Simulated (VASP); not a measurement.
Here is a VASP 6.6.1 calculation.

INCAR

```
PREC = Accurate ; ENCUT = 600
EDIFF = 1E-6 ; ISMEAR = 0
SIGMA = 0.05 ; LREAL = F
LASPH = T ; NELM = 120
ALGO = Normal ; ISIF = 2
LWAVE = F ; LCHARG = F
GGA = PE ; NBANDS = 68
GGA_COMPAT = F
```

The input KPOINTS:

```
Automatic mesh
0
Gamma
  4 6 4
```

POSCAR

```
PbF2
1.0
    6.3714934819      0.0000000000      0.0000000000
    0.0000000000      3.8584435836      0.0000000000
    0.0000000000      0.0000000000      7.6140546885
Pb F
4 8
Direct
    0.7450935371      0.7500000000      0.1089512707
    0.2549064629      0.2500000000      0.8910487293
    0.7549064629      0.2500000000      0.6089512707
    0.2450935371      0.7500000000      0.3910487293
    0.1407982284      0.7500000000      0.0654181262
    0.8592017716      0.2500000000      0.9345818738
    0.3592017716      0.2500000000      0.5654181262
    0.6407982284      0.7500000000      0.4345818738
    0.5294348713      0.7500000000      0.8397880890
    0.4705651287      0.2500000000      0.1602119110
    0.9705651287      0.2500000000      0.3397880890
    0.0294348713      0.7500000000      0.6602119110
```

Potentials or basis: VASP PAW PBE potentials, release 64 (Pb_d, F).

Launch:

```sh
$ cat potpaw_PBE.64/Pb_d/POTCAR potpaw_PBE.64/F/POTCAR > POTCAR
$ mpirun -np 1 vasp_std > vasp.out
```

Question: Estimate the band gap on the k mesh.

Answer: 4.24 eV (least direct gap 4.53 eV).

Question: Estimate the largest force.

Answer: 0.022 eV/Å.

Question: What does it give for the pressure?

Answer: 4.1 GPa.

Forces on the atoms (eV/Å):
```
Pb  -0.001  0.000  0.022
Pb   0.001  0.000 -0.022
Pb   0.001  0.000  0.022
Pb  -0.001  0.000 -0.022
F    0.002  0.000  0.013
F   -0.002  0.000 -0.013
F   -0.002  0.000  0.013
F    0.002  0.000 -0.013
F   -0.001  0.000 -0.005
F    0.001  0.000  0.005
F    0.001  0.000 -0.005
F   -0.001  0.000  0.005
```

Caveat: the cell stands under pressure; spin-orbit coupling is left out, which moves the levels of the heavy elements. A k mesh can miss the band edges.
